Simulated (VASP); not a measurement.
# Hg2Se (Fmmm) in VASP: relaxation of cell and atoms with PBE

Aim: the relaxation of cell and atoms of Hg2Se with PBE.

Program: VASP 6.6.1. These are calculated values, not measurements. Logs are shortened: lines on timing, memory, paths and dates and some standing lists are left out, and cuts for length are marked.

**1. The cell of the first run**

Symmetry: Fmmm, No. 69, orthorhombic system. The conventional cell has a = 6.101 Å, b = 7.025 Å, c = 8.075 Å, α = 90.00°, β = 90.00°, γ = 90.00°. Hg (site symmetry mm2) has 3 Se at 2.68 to 3.34 Å and 3 Hg at 2.71 to 3.33 Å within 3.5 Å. Within 3.5 Å of Se (site symmetry mmm) lie 6 Hg at 2.68 to 3.34 Å.

The cell was generated, and may not be a known phase.

**2. Relaxation of cell and atoms, PBE**

Input file INCAR:

```
  PREC = Accurate
  ENCUT = 600
  EDIFF = 1E-6
  ISMEAR = 0
  SIGMA = 0.1
  LREAL = False
  LASPH = True
  NELM = 80
  ALGO = Normal
  ISIF = 3
  LWAVE = False
  LCHARG = False
  GGA = PE
  IBRION = 2
  NSW = 100
  EDIFFG = -0.01
```

Input file KPOINTS:

```
regular mesh
0
Gamma
  12 12 12
```

Input file POSCAR:

```
Hg2Se
1.0
    0.0000000000      3.5126058861      4.0373126080
    3.0507443811      0.0000000000      4.0373126080
    3.0507443811      3.5126058861      0.0000000000
Hg Se
2 1
Direct
    0.8320549078      0.8320549078      0.1679450922
    0.1679450922      0.1679450922      0.8320549078
    0.5000000000      0.5000000000      0.5000000000
```

Potentials or basis: VASP PAW PBE potentials, release 64 (Hg, Se).

Launch:

```console
> cat potpaw_PBE.64/Hg/POTCAR potpaw_PBE.64/Se/POTCAR > POTCAR
> mpirun -np 1 vasp_std > vasp.out
```

OUTCAR:

```text
PREC = Accurate
   ENCUT = 600
   EDIFF = 1E-6
   ISMEAR = 0
   LREAL = False
   LASPH = True
   NELM = 80
   ISIF = 3
   GGA = PE
   IBRION = 2
   NSW = 100
   EDIFFG = -0.01

 ion  position               nearest neighbor table
   1  0.832  0.832  0.168-   3 2.68   2 2.71   2 3.33   2 3.33   2 3.75   2 3.75
   2  0.168  0.168  0.832-   3 2.68   1 2.71   1 3.33   1 3.33   1 3.75   1 3.75
   3  0.500  0.500  0.500-   1 2.68   2 2.68

  LATTYP: Found a face centered orthorhombic cell.
 ALAT       =     6.1014887622
 B/A-ratio  =     1.1513930527
 C/A-ratio  =     1.3233860670

  Lattice vectors:

 A1 = (   0.0000000000,   3.5126058861,   4.0373126080)
 A2 = (   3.0507443811,   0.0000000000,   4.0373126080)
 A3 = (   3.0507443811,   3.5126058861,   0.0000000000)

Analysis of symmetry for initial positions (statically):
=====================================================================
 Subroutine PRICEL returns:
 Original cell was already a primitive cell.

 Routine SETGRP: Setting up the symmetry group for a
 face centered orthorhombic supercell.

 Subroutine GETGRP returns: Found  8 space group operations
 (whereof  8 operations were pure point group operations)
 out of a pool of  8 trial point group operations.

The static configuration has the point symmetry D_2h.

Analysis of symmetry for dynamics (positions and initial velocities):
=====================================================================
 Subroutine PRICEL returns:
 Original cell was already a primitive cell.

 Routine SETGRP: Setting up the symmetry group for a
 face centered orthorhombic supercell.

 Subroutine GETGRP returns: Found  8 space group operations
 (whereof  8 operations were pure point group operations)
 out of a pool of  8 trial point group operations.

The dynamic configuration has the point symmetry D_2h.

 Subroutine INISYM returns: Found  8 space group operations
 (whereof  8 operations are pure point group operations),
 and found     1 'primitive' translations

----------------------------------------------------------------------------------------

                                     Primitive cell

  volume of cell :      86.5282

  direct lattice vectors                    reciprocal lattice vectors
     0.000000000  3.512605886  4.037312608    -0.163894426  0.142344463  0.123844757
     3.050744381  0.000000000  4.037312608     0.163894426 -0.142344463  0.123844757
[... 105 lines left out ...]
   IMIX   =      4    mixing-type and parameters
     AMIX     =   0.40;   BMIX     =  1.00
     AMIX_MAG =   1.60;   BMIX_MAG =  1.00
  volume/ion in A,a.u.               =      28.84       194.64
  Fermi-wavevector in a.u.,A,eV,Ry     =   1.150084  2.173343 17.996318  1.322692
  Thomas-Fermi vector in A             =   2.286749
   LORBIT       =      0    0 simple, 1 ext, 2 COOP (PROOUT), +10 PAW based schemes
   GGA     = PE    functional components
   LHFCALC =     F    Hartree Fock is set to
   AEXX    =    0.0000 exact exchange contribution
   IVDW    =     0    specifies the selected vdW correction
   LEPSILON=     F    determine dielectric tensor
   LRPA    =     F    only Hartree local field effects (RPA)
 conjugate gradient relaxation of ions
 non-spin polarized calculation
 Gauss-broadening in eV      SIGMA  =   0.10
  energy-cutoff  :      600.00
  volume of cell :       86.53
 maximum number of plane-waves:      2907
 NGX is ok and might be reduce to    48
   NGX = 21   NGY = 21   NGZ = 19

--------------------------------------- Ionic step        1  -------------------------------------------

 number of electron      30.0000000 magnetization

 Free energy of the ion-electron system (eV)
  ---------------------------------------------------
  ext. energy  EPLUGINS =         0.00000000
  ---------------------------------------------------
  free energy    TOTEN  =        -3.46328663 eV

  energy without entropy =       -3.45689445  energy(sigma->0) =       -3.46009054

------------------------ aborting loop because EDIFF is reached ----------------------------------------

  FORCE on cell =-STRESS in cart. coord.  units (eV):
  Direction    XX          YY          ZZ          XY          YZ          ZX
  --------------------------------------------------------------------------------------
  -------------------------------------------------------------------------------------
  Total       -0.2218932     -0.1570983      1.2376998      0.0000000      0.0000000      0.0000000
  in kB       -4.1086287     -2.9088705     22.9175560      0.0000000      0.0000000      0.0000000
  external PRESSURE =       5.3000189 kB  Pullay stress =       0.0000000 kB
[... 92 lines left out ...]
  FREE ENERGIE OF THE ION-ELECTRON SYSTEM (eV)
  ---------------------------------------------------
  free  energy   TOTEN  =        -3.4747220142 eV

  energy  without entropy=       -3.4683010376  energy(sigma->0) =       -3.47151153

[... ionic steps 4 to 18 ...]

--------------------------------------- Ionic step       19  -------------------------------------------

 number of electron      30.0000000 magnetization

------------------------ aborting loop because EDIFF is reached ----------------------------------------
[... 69 lines left out ...]
--------------------------------------- Ionic step       21  -------------------------------------------

 number of electron      30.0000000 magnetization

 Free energy of the ion-electron system (eV)
  ---------------------------------------------------
  ext. energy  EPLUGINS =         0.00000000
  ---------------------------------------------------
  free energy    TOTEN  =        -3.49327354 eV

  energy without entropy =       -3.48783918  energy(sigma->0) =       -3.49055636

 E-fermi :   1.7745     XC(G=0):  -9.6707

 val. band max:        1.7706975233   @ k =  -0.1667   0.3333   0.1667
 cond. band min:       1.7839571290   @ k =   0.2500   0.1667   0.0000
 fundamental gap:      0.0132596057
 Fermi energy:         1.7745446836

 k-point     1 :       0.0000    0.0000    0.0000
  band No.  band energies     occupation
      1     -10.9857      2.00000
      2      -5.2794      2.00000
      3      -5.0910      2.00000
      4      -4.9450      2.00000
      5      -4.9243      2.00000
      6      -4.8960      2.00000
[... 505 lines left out ...]
      6      -4.6904      2.00000
[... 11 lines left out ...]
     18       6.1741      0.00000
     19       7.4933      0.00000

 [... further k-points ...]
[... 5 lines left out ...]
  --------------------------------------------------------------------------------------
  -------------------------------------------------------------------------------------
  Total       -0.0110470     -0.0190298      0.0107849     -0.0000000      0.0000000      0.0000000
  in kB       -0.2164249     -0.3728179      0.2112898     -0.0000000      0.0000000      0.0000000
  external PRESSURE =      -0.1259844 kB  Pullay stress =       0.0000000 kB
[... 18 lines left out ...]
  FREE ENERGIE OF THE ION-ELECTRON SYSTEM (eV)
  ---------------------------------------------------
  free  energy   TOTEN  =        -3.4932735364 eV

  energy  without entropy=       -3.4878391845  energy(sigma->0) =       -3.49055636

 reached required accuracy - stopping structural energy minimisation
```

CONTCAR:

```text
Hg2Se
   1.00000000000000
     0.0000000000000000    3.3554439683599080    4.1654729919621669
     2.9255273510501758   -0.0000000000000000    4.1654729919621669
     2.9255273510501758    3.3554439683599080    0.0000000000000000
  Hg              Se
     2     1
Direct
     0.8317699600897218    0.8317699600897218    0.1682300399102783
     0.1682300399102783    0.1682300399102783    0.8317699600897218
     0.5000000000000000    0.5000000000000000    0.5000000000000000

  0.00000000E+00  0.00000000E+00  0.00000000E+00
  0.00000000E+00  0.00000000E+00  0.00000000E+00
  0.00000000E+00  0.00000000E+00  0.00000000E+00
```

Wall time 54 min (1 thread of Intel Xeon 6975P-C (Granite Rapids), shared host); peak memory 0.75 GiB.

Results:

* Free energy: -3.4933 eV
* Relaxed volume: 27.26 Å³/atom
* Relaxed cell: a = 5.349 Å, b = 5.090 Å, c = 4.452 Å, α = 67.81°, β = 61.78°, γ = 50.41°
* Space group after relaxing (to 0.1 Å): Fmmm (No. 69)
* Energy gained by relaxing: 10.0 meV/atom
* Ionic steps: 21
* Pressure after relaxing: 0.0 GPa
* Largest force after relaxing: 0.009 eV/Å
* Band gap on the k mesh: zero (bands 15 and 16 overlap by 1.31 eV)

Forces on the atoms (eV/Å):
```
Hg   0.000  0.000 -0.009
Hg   0.000  0.000  0.009
Se   0.000  0.000  0.000
```

The path:
```tsv
step	energy change (eV)	largest force (eV/Å)	pressure (GPa)	volume (Å³)
1	0.0000	0.1346	0.53	86.53
2	-0.0112	0.0262	-0.79	87.71
3	-0.0114	0.0381	-0.61	87.55
4	-0.0175	0.0138	-0.47	86.46
5	-0.0249	0.1141	-0.14	84.28
6	-0.0123	0.3057	1.00	79.96
7	-0.0257	0.1509	0.03	83.49
8	-0.0287	0.0734	-0.11	82.87
9	-0.0290	0.0385	-0.16	82.57
10	-0.0292	0.0093	0.19	81.91
11	-0.0294	0.0108	0.04	82.17
12	-0.0295	0.0076	-0.01	82.20
13	-0.0295	0.0266	-0.05	82.23
14	-0.0296	0.0273	0.00	82.15
15	-0.0297	0.0281	0.02	82.07
16	-0.0298	0.0299	0.00	81.91
17	-0.0297	0.0332	0.13	81.57
18	-0.0298	0.0313	0.11	81.77
19	-0.0298	0.0307	0.03	81.83
20	-0.0299	0.0181	0.02	81.80
21	-0.0300	0.0093	-0.01	81.78
```

Final structure:
```xyz
3
Lattice="0.0000 3.3554 4.1655 2.9255 0.0000 4.1655 2.9255 3.3554 0.0000" Properties=species:S:1:pos:R:3 pbc="T T T"
Hg    2.9255    3.3554    6.9294
Hg    2.9255    3.3554    1.4015
Se    2.9255    3.3554    4.1655
```

Levels at points of the mesh, in eV from the Fermi level:
| k point | band 13 | band 14 | band 15 | band 16 | band 17 | band 18 |
| --- | --- | --- | --- | --- | --- | --- |
| (0.00, 0.00, 0.00) | -1.43 | -0.90 | -0.74 | 1.82 | 2.62 | 3.45 |
| (0.50, 0.00, 0.00) | -2.67 | -1.81 | -0.85 | 1.14 | 3.19 | 4.78 |
| (0.50, 0.50, 0.00) | -2.59 | -2.35 | -1.39 | 2.60 | 5.08 | 5.92 |
| (0.50, 0.00, 0.50) | -3.21 | -2.46 | -1.47 | 1.46 | 2.06 | 3.69 |
| (0.00, 0.50, 0.50) | -3.37 | -3.08 | -1.59 | 1.14 | 2.55 | 4.59 |

Caveat: spin-orbit coupling is left out, which moves the levels of the heavy elements.
